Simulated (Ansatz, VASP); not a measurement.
# Sb: VASP beside Ansatz

File INCAR:

```
PREC = Accurate
ENCUT = 520
EDIFF = 1E-6
ISMEAR = -1
SIGMA = 0.05
LREAL = F
LASPH = T
NELM = 60
ALGO = Normal
ISIF = 2
LWAVE = F
LCHARG = F
NBANDS = 12
```

File KPOINTS:

```
regular mesh
0
Gamma
  5 5 3
```

POSCAR

```
Sb
1.0
    3.3545324186      0.0000000000      0.0000000000
   -1.6772662093      2.9051102923      0.0000000000
    0.0000000000      0.0000000000      5.4701606500
Sb
2
Direct
    0.6666666667      0.3333333333      0.7500000000
    0.3333333333      0.6666666667      0.2500000000
```

File input.yaml:

```yaml
crystal:
  lattice:
    - [3.3545324186, 0.0, 0.0]
    - [-1.6772662093, 2.9051102923, 0.0]
    - [0.0, 0.0, 5.47016065]
  atoms:
    - { symbol: Sb, position: [0.6666666667, 0.3333333333, 0.75] }
    - { symbol: Sb, position: [0.3333333333, 0.6666666667, 0.25] }
hamiltonian:
  xc: lda
  pseudopotentials: { kind: paw }
kpoints:
  mp_grid: { grid: [5, 5, 3] }
scf:
  occupations: { method: fermi_dirac, width: 0.05 }
  n_extra_bands: 6
output:
  forces: true
  stress: true
  eigenvalues: true
  dos: { projected: true, de: 0.05, nscf_kmesh: { grid: [8, 8, 5] } }
```

Alike in both runs: functional LDA; k mesh 5 × 5 × 3; occupations fermi-dirac, width 0.05 eV; no spin polarisation.

|  | VASP | Ansatz |
| --- | --- | --- |
| version | VASP 6.6.1 | Ansatz 0.2.0 |
| potentials or method | VASP PAW LDA potentials, release 64 (Sb) | Ansatz PAW |
| plane-wave cutoff (eV) | 520 | 420 |
| valence electrons in the cell | 10 | 30 |
| task | single point | projected density of states |

|  | VASP | Ansatz | Ansatz less VASP |
| --- | --- | --- | --- |
| gap on the k mesh at the Fermi level (eV) | none | none | - |
| pressure (GPa) | -3.6 | -3.7 | -0.06 |
| traceless stress, the component that is largest in VASP (GPa) | 3.10 | 3.07 | -0.035 |

LDA's correlation is that of Perdew and Zunger in VASP and of Perdew and Wang (1992) in Ansatz. A gap of «none» marks a metal or a gap that the smearing closes. VASP's potentials hold 10 valence electrons a cell and Ansatz's 30, so a difference there can come from the potentials and not from the codes.

The k mesh is coarse, so the values compare programs but aren't converged. Neither program's run includes spin-orbit coupling.
